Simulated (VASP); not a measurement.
# Ru (P-3m1) in VASP: single point with PBE

Aim: the single point of Ru with PBE.

Everything below comes from runs of VASP 6.6.1. Logs are shortened: lines on timing, memory, paths and dates and some standing lists are left out, and cuts for length are marked.

### Step 1. The cell of the first run

The structure is trigonal, space group P-3m1 (No. 164). Conventional cell: a = 2.746 Å, b = 2.746 Å, c = 4.473 Å, α = 90.00°, β = 90.00°, γ = 120.00°. Ru (site symmetry 3m) has 12 Ru at 2.64 to 2.84 Å within 3.5 Å.

### Step 2. Single point, PBE (strained and its atoms moved)

Input file INCAR:

```
SYSTEM = Ru
PREC = Accurate
ENCUT = 520
EDIFF = 1E-6
ISMEAR = 0
SIGMA = 0.1
LREAL = .FALSE.
LASPH = .TRUE.
NELM = 60
ALGO = Normal
ISIF = 2
LWAVE = .FALSE.
LCHARG = .FALSE.
GGA = PE
NBANDS = 21
```

Input file KPOINTS:

```
Automatic mesh
0
G
  15 15 8
  0 0 0
```

Input file POSCAR:

```
Ru
1.0
    2.7456828164      0.0000000000      0.0000000000
   -1.3728414082      2.3778310698      0.0000000000
    0.0000000000      0.0000000000      4.4734722060
Ru
2
Direct
    0.3333333333      0.6666666667      0.2640124711
    0.6666666667      0.3333333333      0.7359875289
```

Potentials or basis: VASP PAW PBE potentials, release 64 (Ru_pv).

Command:

```
$ cat potpaw_PBE.64/Ru_pv/POTCAR > POTCAR
$ mpirun -np 1 vasp_std > vasp.out
```

OUTCAR:

```text
SYSTEM = Ru
   PREC = Accurate
   ENCUT = 520
   EDIFF = 1E-6
   ISMEAR = 0
   LREAL = .FALSE.
   LASPH = .TRUE.
   NELM = 60
   ISIF = 2
   GGA = PE

 ion  position               nearest neighbor table
   1  0.333  0.667  0.264-   2 2.64   2 2.64   2 2.64   2 2.84   2 2.84   2 2.84
   2  0.667  0.333  0.736-   1 2.64   1 2.64   1 2.64   1 2.84   1 2.84   1 2.84

  LATTYP: Found a hexagonal cell.
 ALAT       =     2.7456828164
 C/A-ratio  =     1.6292749400

  Lattice vectors:

 A1 = (   2.7456828164,   0.0000000000,   0.0000000000)
 A2 = (  -1.3728414082,   2.3778310698,   0.0000000000)
 A3 = (   0.0000000000,   0.0000000000,   4.4734722060)

Analysis of symmetry for initial positions (statically):
=====================================================================
 Subroutine PRICEL returns:
 Original cell was already a primitive cell.

 Routine SETGRP: Setting up the symmetry group for a
 hexagonal supercell.

 Subroutine GETGRP returns: Found 12 space group operations
 (whereof 12 operations were pure point group operations)
 out of a pool of 24 trial point group operations.

The static configuration has the point symmetry D_3d.

Analysis of symmetry for dynamics (positions and initial velocities):
=====================================================================
 Subroutine PRICEL returns:
 Original cell was already a primitive cell.

 Routine SETGRP: Setting up the symmetry group for a
 hexagonal supercell.

 Subroutine GETGRP returns: Found 12 space group operations
 (whereof 12 operations were pure point group operations)
 out of a pool of 24 trial point group operations.

The dynamic configuration has the point symmetry D_3d.

 Subroutine INISYM returns: Found 12 space group operations
 (whereof 12 operations are pure point group operations),
 and found     1 'primitive' translations

----------------------------------------------------------------------------------------

                                     Primitive cell

  volume of cell :      29.2063

  direct lattice vectors                    reciprocal lattice vectors
     2.745682816  0.000000000  0.000000000     0.364208128  0.210275661  0.000000000
    -1.372841408  2.377831070  0.000000000     0.000000000  0.420551322  0.000000000
     0.000000000  0.000000000  4.473472206     0.000000000  0.000000000  0.223540005

  length of vectors
     2.745682816  2.745682816  4.473472206     0.420551322  0.420551322  0.223540005

  position of ions in fractional coordinates (direct lattice)
     0.333333333  0.666666667  0.264012471
     0.666666667  0.333333333  0.735987529

  ion indices of the primitive-cell ions
   primitive index   ion index
                 1           1
                 2           2

----------------------------------------------------------------------------------------

 KPOINTS: Automatic mesh

Automatic generation of k-mesh.
 Grid dimensions read from file:
 generate k-points for:   15   15    8

 Generating k-lattice:

  Cartesian coordinates                     Fractional coordinates (reciprocal lattice)
     0.024280542  0.014018377  0.000000000     0.066666667  0.000000000  0.000000000
     0.000000000  0.028036755  0.000000000     0.000000000  0.066666667  0.000000000
     0.000000000  0.000000000  0.027942501     0.000000000  0.000000000  0.125000000

  Length of vectors
     0.028036755  0.028036755  0.027942501

  Shift w.r.t. Gamma in fractional coordinates (k-lattice)
     0.000000000  0.000000000  0.000000000

 Subroutine IBZKPT returns following result:
 ===========================================

 Found    192 irreducible k-points:

 Following reciprocal coordinates:
            Coordinates               Weight
  0.000000  0.000000  0.000000      1.000000
  0.066667 -0.000000  0.000000      6.000000
  0.133333 -0.000000  0.000000      6.000000
  0.200000  0.000000  0.000000      6.000000
  0.266667 -0.000000  0.000000      6.000000
  0.333333 -0.000000  0.000000      6.000000
[... 16 lines left out ...]
  0.333333  0.200000  0.000000     12.000000
  0.400000  0.200000  0.000000      6.000000
 [... further k-points ...]
   k-points           NKPTS =    192   k-points in BZ     NKDIM =    192   number of bands    NBANDS=     21
   number of dos      NEDOS =    301   number of ions     NIONS =      2
   total plane-waves  NPLWV =  14400
   dimension x,y,z NGX =    20 NGY =   20 NGZ =   36
   dimension x,y,z NGXF=    40 NGYF=   40 NGZF=   72
   ions per type =               2
   NGX,Y,Z   is equivalent  to a cutoff of  12.11, 12.11, 13.38 a.u.
   NGXF,Y,Z  is equivalent  to a cutoff of  24.22, 24.22, 26.76 a.u.
 SYSTEM =  Ru
   PREC   = accura    normal or accurate (medium, high low for compatibility)
   ISTART =      0    job   : 0-new  1-cont  2-samecut
   ICHARG =      2    charge: 1-file 2-atom 10-const
   ISPIN  =      1    spin polarized calculation?
   LNONCOLLINEAR =      F non collinear calculations
   LSORBIT =      F    spin-orbit coupling
   LASPH  =      T    aspherical Exc in radial PAW
   ENCUT  =  520.0 eV  38.22 Ry    6.18 a.u.   5.11  5.11  8.32*2*pi/ulx,y,z
   NELM   =     60;   NELMIN=  2; NELMDL= -5     # of ELM steps
   EDIFF  = 0.1E-05   stopping-criterion for ELM
   LREAL  =      F    real-space projection
   EDIFFG = 0.1E-04   stopping-criterion for IOM
   NSW    =      0    number of steps for IOM
   IBRION =     -1    ionic relax: 0-MD 1-quasi-New 2-CG
   NFREE  =      0    steps in history (QN), initial steepest desc. (CG)
   ISIF   =      2    stress and relaxation
   ISYM   =      2    0-nonsym 1-usesym 2-fastsym
   POTIM  = 0.5000    time-step for ionic-motion
   TEBEG  =    0.0;   TEEND  =   0.0 temperature during run
   PSTRESS=    0.0 pullay stress
   NELECT =      28.0000    total number of electrons
   NUPDOWN=      -1.0000    fix difference up-down
   EMIN   =  10.00;   EMAX   =-10.00  energy-range for DOS
   EFERMI =   0.00;   METHOD = LEGACY
   ISMEAR =     0;   SIGMA  =   0.10  broadening in eV -4-tet -1-fermi 0-gaus
   EFERMI_NEDOS =   21; number of points for ismear=-14 and -15
   IALGO  =     38    algorithm
   IMIX   =      4    mixing-type and parameters
     AMIX     =   0.40;   BMIX     =  1.00
     AMIX_MAG =   1.60;   BMIX_MAG =  1.00
  volume/ion in A,a.u.               =      14.60        98.55
  Fermi-wavevector in a.u.,A,eV,Ry     =   1.614243  3.050476 35.453778  2.605779
  Thomas-Fermi vector in A             =   2.709183
   LORBIT       =      0    0 simple, 1 ext, 2 COOP (PROOUT), +10 PAW based schemes
   GGA     = PE    functional components
   LHFCALC =     F    Hartree Fock is set to
   AEXX    =    0.0000 exact exchange contribution
   IVDW    =     0    specifies the selected vdW correction
   LEPSILON=     F    determine dielectric tensor
   LRPA    =     F    only Hartree local field effects (RPA)
 non-spin polarized calculation
 Gauss-broadening in eV      SIGMA  =   0.10
  energy-cutoff  :      520.00
  volume of cell :       29.21
 maximum number of plane-waves:       801
   NGX = 11   NGY = 11   NGZ = 17

 number of electron      27.9999998 magnetization

 Free energy of the ion-electron system (eV)
  ---------------------------------------------------
  ext. energy  EPLUGINS =         0.00000000
  ---------------------------------------------------
  free energy    TOTEN  =       -18.30799517 eV

  energy without entropy =      -18.29857082  energy(sigma->0) =      -18.30328299

 E-fermi :  11.5785     XC(G=0): -13.6624

 val. band max:       11.5777750504   @ k =   0.0000   0.0667   0.3750
 cond. band min:      11.5906666008   @ k =   0.0000   0.4667   0.3750
 fundamental gap:      0.0128915504
 Fermi energy:        11.5784708992

 k-point     1 :       0.0000    0.0000    0.0000
  band No.  band energies     occupation
      1     -31.8252      2.00000
      2     -31.0768      2.00000
      3     -31.0768      2.00000
      4     -30.9485      2.00000
      5     -30.9476      2.00000
      6     -30.9476      2.00000
[... 13 lines left out ...]
     20      22.0837      0.00000
     21      22.0854      0.00000

 k-point     2 :       0.0667   -0.0000    0.0000
  band No.  band energies     occupation
      1     -31.8136      2.00000
      2     -31.1069      2.00000
      3     -31.0859      2.00000
      4     -30.9760      2.00000
      5     -30.9518      2.00000
      6     -30.9509      2.00000
[... 13 lines left out ...]
     20      22.0837      0.00000
     21      22.0854      0.00000

 k-point     3 :       0.1333   -0.0000    0.0000
  band No.  band energies     occupation
      1     -31.7800      2.00000
      2     -31.1889      2.00000
      3     -31.1109      2.00000
      4     -31.0550      2.00000
      5     -30.9641      2.00000
      6     -30.9616      2.00000
[... 13 lines left out ...]
     20      22.0837      0.00000
     21      22.0853      0.00000

 k-point     4 :       0.2000    0.0000    0.0000
  band No.  band energies     occupation
      1     -31.7286      2.00000
      2     -31.3065      2.00000
      3     -31.1679      2.00000
      4     -31.1467      2.00000
      5     -30.9837      2.00000
      6     -30.9830      2.00000
[... 13 lines left out ...]
     20      22.0836      0.00000
     21      22.0851      0.00000

 k-point     5 :       0.2667   -0.0000    0.0000
  band No.  band energies     occupation
      1     -31.6672      2.00000
      2     -31.4390      2.00000
      3     -31.2908      2.00000
      4     -31.1867      2.00000
      5     -31.0170      2.00000
      6     -31.0057      2.00000
[... 13 lines left out ...]
     20      22.0836      0.00000
     21      22.0847      0.00000
[... 382 lines left out ...]
     20      22.0833      0.00000
     21      22.0838      0.00000

 k-point    22 :       0.2667    0.2000    0.0000
  band No.  band energies     occupation
      1     -31.6044      2.00000
      2     -31.5401      2.00000
      3     -31.4527      2.00000
      4     -31.2815      2.00000
      5     -31.1660      2.00000
      6     -31.1073      2.00000
[... 13 lines left out ...]
     20      22.0774      0.00000
     21      22.1381      0.00000

 k-point    23 :       0.3333    0.2000    0.0000
  band No.  band energies     occupation
      1     -31.6434      2.00000
      2     -31.5540      2.00000
      3     -31.4174      2.00000
      4     -31.3284      2.00000
      5     -31.1932      2.00000
      6     -31.1520      2.00000
[... 13 lines left out ...]
     20      22.0796      0.00000
     21      22.0866      0.00000

 k-point    24 :       0.4000    0.2000    0.0000
  band No.  band energies     occupation
      1     -31.6603      2.00000
      2     -31.5553      2.00000
      3     -31.4032      2.00000
      4     -31.3435      2.00000
      5     -31.1951      2.00000
      6     -31.1793      2.00000
[... 13 lines left out ...]
     20      22.0828      0.00000
     21      22.0846      0.00000

 [... further k-points ...]

------------------------ aborting loop because EDIFF is reached ----------------------------------------

  FORCE on cell =-STRESS in cart. coord.  units (eV):
  Direction    XX          YY          ZZ          XY          YZ          ZX
  --------------------------------------------------------------------------------------
  -------------------------------------------------------------------------------------
  Total       -1.9822931     -1.9822931     -3.7341589      0.0000000     -0.0000000      0.0000000
  in kB     -108.7432573   -108.7432573   -204.8458956      0.0000000     -0.0000000      0.0000000
  external PRESSURE =    -140.7774701 kB  Pullay stress =       0.0000000 kB

 VOLUME and BASIS-vectors are now :
 -----------------------------------------------------------------------------
  energy-cutoff  :      520.00
  volume of cell :       29.21
      direct lattice vectors                 reciprocal lattice vectors
     2.745682816  0.000000000  0.000000000     0.364208128  0.210275661  0.000000000
    -1.372841408  2.377831070  0.000000000     0.000000000  0.420551322  0.000000000
     0.000000000  0.000000000  4.473472206     0.000000000  0.000000000  0.223540005

 POSITION                                       TOTAL-FORCE (eV/Angst)
 -----------------------------------------------------------------------------------
     -0.00000      1.58522      1.18105        -0.000000      0.000000     -0.888282
      1.37284      0.79261      3.29242         0.000000     -0.000000      0.888282
 -----------------------------------------------------------------------------------
    total drift:                                0.000000     -0.000000      0.000000

  FREE ENERGIE OF THE ION-ELECTRON SYSTEM (eV)
  ---------------------------------------------------
  free  energy   TOTEN  =       -18.3079951705 eV

  energy  without entropy=      -18.2985708188  energy(sigma->0) =      -18.30328299
```

Wall time 2.1 min (1 thread of Intel Xeon 8259CL, shared host); peak memory 0.21 GiB.

Results:

```yaml
Free_energy: -18.3080 eV
Pressure: -14.1 GPa
Largest_force: 0.888 eV/Å
Band_gap_on_the_k_mesh: zero (bands 14 and 15 overlap by 2.76 eV)
```

Forces on the atoms (eV/Å):
```
Ru   0.000  0.000 -0.888
Ru   0.000  0.000  0.888
```

Caveat: the cell differs from its parent crystal (strained and its atoms moved); the stress differs along the axes, from -20 to -11 GPa.
